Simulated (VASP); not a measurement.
# GaN (F-43m) in VASP: a series of runs, part 2 of 2

VASP 6.6.1. Earlier steps stand in the parts before.

### Step 4. Single point, PBE

This run uses another cell than the first one, of 11.44 Å³/atom, 1.064 times its volume.

INCAR

```
PREC = Accurate
ENCUT = 520
EDIFF = 1E-6
ISMEAR = 0
SIGMA = 0.01
LREAL = F
LASPH = T
NELM = 100
ALGO = Normal
ISIF = 2
LWAVE = F
LCHARG = T
GGA = PE
LELF = T
LVHAR = T
NBANDS = 16
```

KPOINTS

```
Automatic mesh
0
Gamma
  8 8 8
```

POSCAR

```
GaN
1.0
    0.0000000000      2.2535010000      2.2535010000
    2.2535010000      0.0000000000      2.2535010000
    2.2535010000      2.2535010000      0.0000000000
Ga N
1 1
Direct
    0.0000000000      0.0000000000      0.0000000000
    0.7500000000      0.7500000000      0.7500000000
```

Potentials or basis: VASP PAW PBE potentials, release 64 (Ga_d, N).

The run is started by

```bash
$ cat potpaw_PBE.64/Ga_d/POTCAR potpaw_PBE.64/N/POTCAR > POTCAR
$ mpirun -np 1 vasp_std > vasp.out
```

OUTCAR:

```text
PREC = Accurate
   ENCUT = 520
   EDIFF = 1E-6
   ISMEAR = 0
   LREAL = F
   LASPH = T
   NELM = 100
   ISIF = 2
   GGA = PE

 ion  position               nearest neighbor table
   1  0.000  0.000  0.000-   2 1.95   2 1.95   2 1.95   2 1.95
   2  0.750  0.750  0.750-   1 1.95   1 1.95   1 1.95   1 1.95

  LATTYP: Found a face centered cubic cell.
 ALAT       =     4.5070020000

  Lattice vectors:

 A1 = (   0.0000000000,   2.2535010000,   2.2535010000)
 A2 = (   2.2535010000,   0.0000000000,   2.2535010000)
 A3 = (   2.2535010000,   2.2535010000,   0.0000000000)

Analysis of symmetry for initial positions (statically):
=====================================================================
 Subroutine PRICEL returns:
 Original cell was already a primitive cell.

 Routine SETGRP: Setting up the symmetry group for a
 face centered cubic supercell.

 Subroutine GETGRP returns: Found 24 space group operations
 (whereof 24 operations were pure point group operations)
 out of a pool of 48 trial point group operations.

The static configuration has the point symmetry T_d .

Analysis of symmetry for dynamics (positions and initial velocities):
=====================================================================
 Subroutine PRICEL returns:
 Original cell was already a primitive cell.

 Routine SETGRP: Setting up the symmetry group for a
 face centered cubic supercell.

 Subroutine GETGRP returns: Found 24 space group operations
 (whereof 24 operations were pure point group operations)
 out of a pool of 48 trial point group operations.

The dynamic configuration has the point symmetry T_d .

 Subroutine INISYM returns: Found 24 space group operations
 (whereof 24 operations are pure point group operations),
 and found     1 'primitive' translations

----------------------------------------------------------------------------------------

                                     Primitive cell

  volume of cell :      22.8878

  direct lattice vectors                    reciprocal lattice vectors
     0.000000000  2.253501000  2.253501000    -0.221876982  0.221876982  0.221876982
     2.253501000  0.000000000  2.253501000     0.221876982 -0.221876982  0.221876982
     2.253501000  2.253501000  0.000000000     0.221876982  0.221876982 -0.221876982

  length of vectors
     3.186931677  3.186931677  3.186931677     0.384302205  0.384302205  0.384302205

  position of ions in fractional coordinates (direct lattice)
     0.000000000  0.000000000  0.000000000
     0.750000000  0.750000000  0.750000000

  ion indices of the primitive-cell ions
   primitive index   ion index
                 1           1
                 2           2

----------------------------------------------------------------------------------------

 KPOINTS: Automatic mesh

Automatic generation of k-mesh.
 Grid dimensions read from file:
 generate k-points for:    8    8    8

 Generating k-lattice:

  Cartesian coordinates                     Fractional coordinates (reciprocal lattice)
    -0.027734623  0.027734623  0.027734623     0.125000000  0.000000000  0.000000000
     0.027734623 -0.027734623  0.027734623     0.000000000  0.125000000  0.000000000
     0.027734623  0.027734623 -0.027734623     0.000000000  0.000000000  0.125000000

  Length of vectors
     0.048037776  0.048037776  0.048037776

  Shift w.r.t. Gamma in fractional coordinates (k-lattice)
     0.000000000  0.000000000  0.000000000

 Subroutine IBZKPT returns following result:
 ===========================================

 Found     29 irreducible k-points:

 Following reciprocal coordinates:
            Coordinates               Weight
  0.000000  0.000000  0.000000      1.000000
  0.125000  0.000000  0.000000      8.000000
  0.250000  0.000000  0.000000      8.000000
  0.375000  0.000000  0.000000      8.000000
  0.500000  0.000000  0.000000      4.000000
  0.125000  0.125000  0.000000      6.000000
[... 16 lines left out ...]
  0.500000  0.250000  0.125000     48.000000
 -0.375000  0.250000  0.125000     24.000000
 [... further k-points ...]
   k-points           NKPTS =     29   k-points in BZ     NKDIM =     29   number of bands    NBANDS=     16
   number of dos      NEDOS =    301   number of ions     NIONS =      2
   total plane-waves  NPLWV =  13824
   dimension x,y,z NGX =    24 NGY =   24 NGZ =   24
   dimension x,y,z NGXF=    48 NGYF=   48 NGZF=   48
   ions per type =               1   1
   NGX,Y,Z   is equivalent  to a cutoff of  12.52, 12.52, 12.52 a.u.
   NGXF,Y,Z  is equivalent  to a cutoff of  25.04, 25.04, 25.04 a.u.
 SYSTEM =  unknown system
   PREC   = accura    normal or accurate (medium, high low for compatibility)
   ISTART =      0    job   : 0-new  1-cont  2-samecut
   ICHARG =      2    charge: 1-file 2-atom 10-const
   ISPIN  =      1    spin polarized calculation?
   LNONCOLLINEAR =      F non collinear calculations
   LSORBIT =      F    spin-orbit coupling
   LASPH  =      T    aspherical Exc in radial PAW
   ENCUT  =  520.0 eV  38.22 Ry    6.18 a.u.   5.93  5.93  5.93*2*pi/ulx,y,z
   NELM   =    100;   NELMIN=  2; NELMDL= -5     # of ELM steps
   EDIFF  = 0.1E-05   stopping-criterion for ELM
   LREAL  =      F    real-space projection
   EDIFFG = 0.1E-04   stopping-criterion for IOM
   NSW    =      0    number of steps for IOM
   IBRION =     -1    ionic relax: 0-MD 1-quasi-New 2-CG
   NFREE  =      0    steps in history (QN), initial steepest desc. (CG)
   ISIF   =      2    stress and relaxation
   ISYM   =      2    0-nonsym 1-usesym 2-fastsym
   POTIM  = 0.5000    time-step for ionic-motion
   TEBEG  =    0.0;   TEEND  =   0.0 temperature during run
   PSTRESS=    0.0 pullay stress
   NELECT =      18.0000    total number of electrons
   NUPDOWN=      -1.0000    fix difference up-down
   EMIN   =  10.00;   EMAX   =-10.00  energy-range for DOS
   EFERMI =   0.00;   METHOD = LEGACY
   ISMEAR =     0;   SIGMA  =   0.01  broadening in eV -4-tet -1-fermi 0-gaus
   EFERMI_NEDOS =   21; number of points for ismear=-14 and -15
   IALGO  =     38    algorithm
   IMIX   =      4    mixing-type and parameters
     AMIX     =   0.40;   BMIX     =  1.00
     AMIX_MAG =   1.60;   BMIX_MAG =  1.00
  volume/ion in A,a.u.               =      11.44        77.23
  Fermi-wavevector in a.u.,A,eV,Ry     =   1.511116  2.855596 31.068532  2.283473
  Thomas-Fermi vector in A             =   2.621216
   LORBIT       =      0    0 simple, 1 ext, 2 COOP (PROOUT), +10 PAW based schemes
   GGA     = PE    functional components
   LHFCALC =     F    Hartree Fock is set to
   AEXX    =    0.0000 exact exchange contribution
   IVDW    =     0    specifies the selected vdW correction
   LEPSILON=     F    determine dielectric tensor
   LRPA    =     F    only Hartree local field effects (RPA)
 non-spin polarized calculation
 Gauss-broadening in eV      SIGMA  =   0.01
  energy-cutoff  :      520.00
  volume of cell :       22.89
 maximum number of plane-waves:       636
   NGX = 11   NGY = 11   NGZ = 11

 number of electron      18.0000004 magnetization

 Free energy of the ion-electron system (eV)
  ---------------------------------------------------
  ext. energy  EPLUGINS =         0.00000000
  ---------------------------------------------------
  free energy    TOTEN  =       -12.14275291 eV

  energy without entropy =      -12.14275291  energy(sigma->0) =      -12.14275291

 E-fermi :   5.3482     XC(G=0): -11.6668

 val. band max:        5.2818036143   @ k =   0.0000   0.0000   0.0000
 cond. band min:       7.0059745862   @ k =   0.0000   0.0000   0.0000
 fundamental gap:      1.7241709719
 Fermi energy:         5.3482319248

 k-point     1 :       0.0000    0.0000    0.0000
  band No.  band energies     occupation
      1     -10.6518      2.00000
      2      -8.1604      2.00000
      3      -8.1604      2.00000
      4      -8.1604      2.00000
      5      -7.8407      2.00000
      6      -7.8407      2.00000
[... 8 lines left out ...]
     15      24.1370      0.00000
     16      24.1370      0.00000
[... 419 lines left out ...]
 k-point    24 :      -0.3750    0.2500    0.1250
  band No.  band energies     occupation
      1      -9.6453      2.00000
      2      -8.0562      2.00000
      3      -7.9942      2.00000
      4      -7.8606      2.00000
      5      -7.8077      2.00000
      6      -6.2855      2.00000
[... 8 lines left out ...]
     15      24.0839      0.00000
     16      26.3562      0.00000

 [... further k-points ...]

------------------------ aborting loop because EDIFF is reached ----------------------------------------

  FORCE on cell =-STRESS in cart. coord.  units (eV):
  Direction    XX          YY          ZZ          XY          YZ          ZX
  --------------------------------------------------------------------------------------
  -------------------------------------------------------------------------------------
  Total        0.7260120      0.7260120      0.7260120     -0.0000000     -0.0000000      0.0000000
  in kB       50.8219237     50.8219237     50.8219237     -0.0000000     -0.0000000      0.0000000
  external PRESSURE =      50.8219237 kB  Pullay stress =       0.0000000 kB

 VOLUME and BASIS-vectors are now :
 -----------------------------------------------------------------------------
  energy-cutoff  :      520.00
  volume of cell :       22.89
      direct lattice vectors                 reciprocal lattice vectors
     0.000000000  2.253501000  2.253501000    -0.221876982  0.221876982  0.221876982
     2.253501000  0.000000000  2.253501000     0.221876982 -0.221876982  0.221876982
     2.253501000  2.253501000  0.000000000     0.221876982  0.221876982 -0.221876982

 POSITION                                       TOTAL-FORCE (eV/Angst)
 -----------------------------------------------------------------------------------
      0.00000      0.00000      0.00000         0.000000      0.000000      0.000000
      3.38025      3.38025      3.38025        -0.000000     -0.000000     -0.000000
 -----------------------------------------------------------------------------------
    total drift:                               -0.000002     -0.000002     -0.000002

  FREE ENERGIE OF THE ION-ELECTRON SYSTEM (eV)
  ---------------------------------------------------
  free  energy   TOTEN  =       -12.1427529120 eV

  energy  without entropy=      -12.1427529120  energy(sigma->0) =      -12.14275291
```

OSZICAR:

```text
N       E                     dE             d eps       ncg     rms          rms(c)
DAV:   1     0.819773068998E+02    0.81977E+02   -0.91742E+03  1032   0.203E+03
DAV:   2    -0.834205845617E+01   -0.90319E+02   -0.83818E+02  1064   0.327E+02
DAV:   3    -0.140788995385E+02   -0.57368E+01   -0.57158E+01  1064   0.709E+01
DAV:   4    -0.141428159797E+02   -0.63916E-01   -0.63910E-01  1176   0.803E+00
DAV:   5    -0.141437248424E+02   -0.90886E-03   -0.90886E-03  1104   0.867E-01    0.772E+00
DAV:   6    -0.121419324622E+02    0.20018E+01   -0.49261E+00  1392   0.397E+01    0.268E+00
DAV:   7    -0.121503529571E+02   -0.84205E-02   -0.31866E-01  1016   0.657E+00    0.177E+00
DAV:   8    -0.121466902182E+02    0.36627E-02   -0.57897E-02  1112   0.326E+00    0.792E-01
DAV:   9    -0.121424871394E+02    0.42031E-02   -0.14415E-02  1368   0.274E+00    0.200E-01
DAV:  10    -0.121428499381E+02   -0.36280E-03   -0.15432E-03  1088   0.548E-01    0.985E-02
DAV:  11    -0.121427476863E+02    0.10225E-03   -0.29547E-04  1368   0.264E-01    0.843E-03
DAV:  12    -0.121427531680E+02   -0.54816E-05   -0.31109E-05  1056   0.536E-02    0.107E-02
DAV:  13    -0.121427529120E+02    0.25595E-06   -0.69596E-07   848   0.145E-02
   1 F= -.12142753E+02 E0= -.12142753E+02  d E =-.226445E-23
```

stdout:

```text
POSCAR found type information on POSCAR GaN
 POSCAR found :  2 types and       2 ions
 scaLAPACK will be used
 LDA part: xc-table for (Slater+PW92), standard interpolation
 POSCAR, INCAR and KPOINTS ok, starting setup
 FFT: planning ... GRIDC
 FFT: planning ... GRID_SOFT
 FFT: planning ... GRID
 WAVECAR not read
 entering main loop
```

Run time: 9.6 s. Hardware: 1 thread of Intel Xeon 8259CL, shared host; peak memory 0.14 GiB.

What came out:

- Free energy: -12.1428 eV
- Pressure: 5.1 GPa
- Band gap on the k mesh: 1.72 eV, direct

Levels at points of the mesh, in eV from the valence-band top:
| k point | band 7 | band 8 | band 9 | band 10 | band 11 | band 12 |
| --- | --- | --- | --- | --- | --- | --- |
| (0.00, 0.00, 0.00) | 0.00 | 0.00 | 0.00 | 1.72 | 10.30 | 10.30 |
| (0.50, 0.00, 0.00) | -7.04 | -0.97 | -0.97 | 4.64 | 8.73 | 10.37 |
| (0.50, 0.50, 0.00) | -6.12 | -2.70 | -2.70 | 3.35 | 6.66 | 11.71 |

### Step 5. Single point, PBE

This run uses another cell than the first one, of 11.79 Å³/atom, 1.096 times its volume.

INCAR

```
ALGO     = Normal         # electronic algorithm
EDIFF    = 1E-6           # SCF threshold, eV
ENCUT    = 520            # plane-wave cutoff, eV
GGA      = PE             # functional
ISIF     = 2              # what is computed and relaxed
ISMEAR   = 0              # smearing method
LASPH    = True           # aspherical terms in the spheres
LCHARG   = False          # write CHGCAR
LREAL    = False          # projectors in reciprocal space
LWAVE    = False          # write WAVECAR
NBANDS   = 16             # bands
NELM     = 80             # most SCF steps
PREC     = Accurate       # precision mode
SIGMA    = 0.01           # smearing width, eV
```

KPOINTS

```
k-points
0
Gamma
  8 8 8
```

POSCAR

```
GaN
1.0
    0.0000000000      2.2758143422      2.2758143422
    2.2758143422      0.0000000000      2.2758143422
    2.2758143422      2.2758143422      0.0000000000
Ga N
1 1
Direct
    0.0000000000      0.0000000000      0.0000000000
    0.7500000000      0.7500000000      0.7500000000
```

The run is started by

```bash
$ cat potpaw_PBE.64/Ga_d/POTCAR potpaw_PBE.64/N/POTCAR > POTCAR
$ mpirun -np 1 vasp_std > vasp.out
```

It took 13 s on 1 thread of Intel Xeon 8259CL, shared host; peak memory 0.14 GiB.

It converged, with:

```
Free energy            : -12.1531 eV
Pressure               : -0.3 GPa
Band gap on the k mesh : 1.53 eV, direct
```

Levels at points of the mesh, in eV from the valence-band top:
| k point | band 5 | band 6 | band 7 | band 8 | band 9 | band 10 | band 11 | band 12 | band 13 | band 14 |
| --- | --- | --- | --- | --- | --- | --- | --- | --- | --- | --- |
| (0.00, 0.00, 0.00) | -13.13 | -13.13 | 0.00 | 0.00 | 0.00 | 1.53 | 10.12 | 10.12 | 10.12 | 17.21 |
| (0.50, 0.00, 0.00) | -13.09 | -11.88 | -6.85 | -0.93 | -0.93 | 4.44 | 8.58 | 10.21 | 10.21 | 15.39 |
| (0.50, 0.50, 0.00) | -13.06 | -11.45 | -6.00 | -2.60 | -2.60 | 3.34 | 6.48 | 11.50 | 13.65 | 13.65 |

### Step 6. Single point, PBE

This run uses another cell than the first one, of 12.13 Å³/atom, 1.128 times its volume.

INCAR

```
ALGO = Normal
EDIFF = 1E-7
ENCUT = 520
GGA = PE
ISIF = 2
ISMEAR = 0
LASPH = T
LCHARG = F
LREAL = F
LWAVE = F
NBANDS = 16
NELM = 60
PREC = Accurate
SIGMA = 0.01
```

KPOINTS is that of step 5.

POSCAR

```
GaN
1.0
    0.0000000000      2.2976985149      2.2976985149
    2.2976985149      0.0000000000      2.2976985149
    2.2976985149      2.2976985149      0.0000000000
Ga N
1 1
Direct
    0.0000000000      0.0000000000      0.0000000000
    0.7500000000      0.7500000000      0.7500000000
```

Potentials or basis: VASP PAW PBE potentials, release 64 (Ga_d, N).

The run is started by

```bash
$ cat potpaw_PBE.64/Ga_d/POTCAR potpaw_PBE.64/N/POTCAR > POTCAR
$ mpirun -np 1 vasp_std > vasp.out
```

OUTCAR:

```text
EDIFF = 1E-7
   ENCUT = 520
   GGA = PE
   ISIF = 2
   ISMEAR = 0
   LASPH = T
   LREAL = F
   NELM = 60
   PREC = Accurate

 ion  position               nearest neighbor table
   1  0.000  0.000  0.000-   2 1.99   2 1.99   2 1.99   2 1.99
   2  0.750  0.750  0.750-   1 1.99   1 1.99   1 1.99   1 1.99

  LATTYP: Found a face centered cubic cell.
 ALAT       =     4.5953970298

  Lattice vectors:

 A1 = (   0.0000000000,   2.2976985149,   2.2976985149)
[... 642 lines left out ...]
------------------------ aborting loop because EDIFF is reached ----------------------------------------

  FORCE on cell =-STRESS in cart. coord.  units (eV):
  Direction    XX          YY          ZZ          XY          YZ          ZX
  --------------------------------------------------------------------------------------
  -------------------------------------------------------------------------------------
  Total       -0.7298522     -0.7298522     -0.7298522      0.0000000     -0.0000000     -0.0000000
  in kB      -48.1988168    -48.1988168    -48.1988168      0.0000000     -0.0000000     -0.0000000
  external PRESSURE =     -48.1988168 kB  Pullay stress =       0.0000000 kB

 VOLUME and BASIS-vectors are now :
 -----------------------------------------------------------------------------
  energy-cutoff  :      520.00
  volume of cell :       24.26
      direct lattice vectors                 reciprocal lattice vectors
     0.000000000  2.297698515  2.297698515    -0.217609054  0.217609054  0.217609054
     2.297698515  0.000000000  2.297698515     0.217609054 -0.217609054  0.217609054
     2.297698515  2.297698515  0.000000000     0.217609054  0.217609054 -0.217609054

 POSITION                                       TOTAL-FORCE (eV/Angst)
 -----------------------------------------------------------------------------------
      0.00000      0.00000      0.00000        -0.000000      0.000000      0.000000
      3.44655      3.44655      3.44655         0.000000     -0.000000     -0.000000
 -----------------------------------------------------------------------------------
    total drift:                               -0.000002     -0.000002     -0.000001

  FREE ENERGIE OF THE ION-ELECTRON SYSTEM (eV)
  ---------------------------------------------------
  free  energy   TOTEN  =       -12.1422404657 eV

  energy  without entropy=      -12.1422404657  energy(sigma->0) =      -12.14224047
```

OSZICAR:

```text
N       E                     dE             d eps       ncg     rms          rms(c)
DAV:   1     0.863530405451E+02    0.86353E+02   -0.93394E+03  1000   0.199E+03
DAV:   2    -0.764667970229E+01   -0.94000E+02   -0.87414E+02  1032   0.330E+02
DAV:   3    -0.139766096329E+02   -0.63299E+01   -0.63021E+01  1080   0.728E+01
DAV:   4    -0.140542239938E+02   -0.77614E-01   -0.77601E-01  1184   0.867E+00
DAV:   5    -0.140552606895E+02   -0.10367E-02   -0.10367E-02  1112   0.907E-01    0.752E+00
DAV:   6    -0.121492028493E+02    0.19061E+01   -0.50062E+00  1400   0.380E+01    0.270E+00
DAV:   7    -0.121502774780E+02   -0.10746E-02   -0.29371E-01   992   0.679E+00    0.175E+00
DAV:   8    -0.121468146450E+02    0.34628E-02   -0.70859E-02  1080   0.316E+00    0.892E-01
DAV:   9    -0.121418738198E+02    0.49408E-02   -0.13593E-02  1368   0.243E+00    0.255E-01
DAV:  10    -0.121423222168E+02   -0.44840E-03   -0.13436E-03  1024   0.424E-01    0.140E-01
DAV:  11    -0.121422358532E+02    0.86364E-04   -0.23487E-04  1344   0.259E-01    0.156E-02
DAV:  12    -0.121422404651E+02   -0.46119E-05   -0.27509E-05  1016   0.467E-02    0.202E-03
DAV:  13    -0.121422404657E+02   -0.61073E-09   -0.52528E-07  1232   0.122E-02
   1 F= -.12142240E+02 E0= -.12142240E+02  d E =-.179165E-11
```

stdout:

```text
POSCAR found type information on POSCAR GaN
 POSCAR found :  2 types and       2 ions
 scaLAPACK will be used
 LDA part: xc-table for (Slater+PW92), standard interpolation
 POSCAR, INCAR and KPOINTS ok, starting setup
 FFT: planning ... GRIDC
 FFT: planning ... GRID_SOFT
 FFT: planning ... GRID
 WAVECAR not read
 entering main loop
```

Run time: 11 s. Hardware: 1 thread of Intel Xeon 8259CL, shared host; peak memory 0.14 GiB.

What came out:

```yaml
Free_energy: -12.1422 eV
Pressure: -4.8 GPa
Band_gap_on_the_k_mesh: 1.35 eV, direct
```

### Step 7. Summary

```tsv
cell	gap on the mesh (eV)	pressure (GPa)
a = 3.122 Å, angles 60.0°, 2 atoms	2.12	18.6
a = 3.155 Å, angles 60.0°, 2 atoms	1.92	11.3
a = 3.187 Å, angles 60.0°, 2 atoms	1.72	5.1
a = 3.218 Å, angles 60.0°, 2 atoms	1.53	-0.3
a = 3.249 Å, angles 60.0°, 2 atoms	1.35	-4.8
```

Alike in all rows: task single point; level PBE; potentials or basis VASP PAW PBE potentials, release 64 (Ga_d, N); no spin polarisation; k mesh 8 × 8 × 8; cutoff (eV) 520; smearing gaussian 0.01 eV.

Absolute energies hang on the potentials; compare differences alone.
